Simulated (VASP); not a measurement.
Crystal: AsAu3 (D03 type).

```
CELL_PARAMETERS angstrom
0.00000 3.20036 3.20036
3.20036 0.00000 3.20036
3.20036 3.20036 0.00000
ATOMIC_POSITIONS crystal
As 0.00000 0.00000 0.00000
Au 0.50000 0.50000 0.50000
Au 0.25000 0.25000 0.25000
Au 0.75000 0.75000 0.75000
```

* Program: VASP 6.6.1
* Task: relaxation of cell and atoms
* Functional: PBE
* Potentials or basis: VASP PAW PBE potentials, release 64 (As, Au)
* Cutoff: 600 eV
* k mesh: 9 × 9 × 9
* Occupations: fermi-dirac, width 0.03 eV
* Spin: no spin polarisation

At the start: pressure 20.3 GPa; volume 16.39 Å³/atom.

**Question.** How do energy, volume and symmetry change on relaxing?

**Answer.** Over 18 steps the energy falls by 118.3 meV/atom and the volume is 18.51 Å³/atom (+13.0 %); space group Fm-3m (No. 225, to 0.05 Å).

The path:
| step | energy change (eV) | largest force (eV/Å) | pressure (GPa) | volume (Å³) |
| --- | --- | --- | --- | --- |
| 1 | 0.0000 | 0.0000 | 20.30 | 65.56 |
| 2 | 0.1391 | 0.0000 | -12.31 | 87.30 |
| 3 | -0.4727 | 0.0000 | -0.53 | 74.39 |
| 4 | -0.4733 | 0.0000 | -0.11 | 74.13 |
| 5 | -0.4732 | 0.0000 | 0.18 | 73.95 |
| 6 | -0.4732 | 0.0000 | 0.18 | 73.95 |
| 7 | -0.4732 | 0.0000 | 0.18 | 73.96 |
| 8 | -0.4732 | 0.0000 | 0.17 | 73.96 |
| 9 | -0.4732 | 0.0000 | 0.17 | 73.96 |
| 10 | -0.4732 | 0.0000 | 0.17 | 73.96 |
| 11 | -0.4732 | 0.0000 | 0.17 | 73.96 |
| 12 | -0.4732 | 0.0000 | 0.17 | 73.96 |
| 13 | -0.4732 | 0.0000 | 0.17 | 73.96 |
| 14 | -0.4732 | 0.0000 | 0.17 | 73.96 |
| 15 | -0.4732 | 0.0000 | 0.16 | 73.97 |
| 16 | -0.4733 | 0.0000 | 0.14 | 73.98 |
| 17 | -0.4733 | 0.0000 | 0.10 | 74.00 |
| 18 | -0.4733 | 0.0000 | 0.01 | 74.05 |

Final structure:
```
As Au
1.0
     0.00000    3.33295    3.33295
     3.33295    0.00000    3.33295
     3.33295    3.33295    0.00000
As Au
1 3
Direct
  0.00000 0.00000 0.00000
  0.50000 0.50000 0.50000
  0.25000 0.25000 0.25000
  0.75000 0.75000 0.75000
```
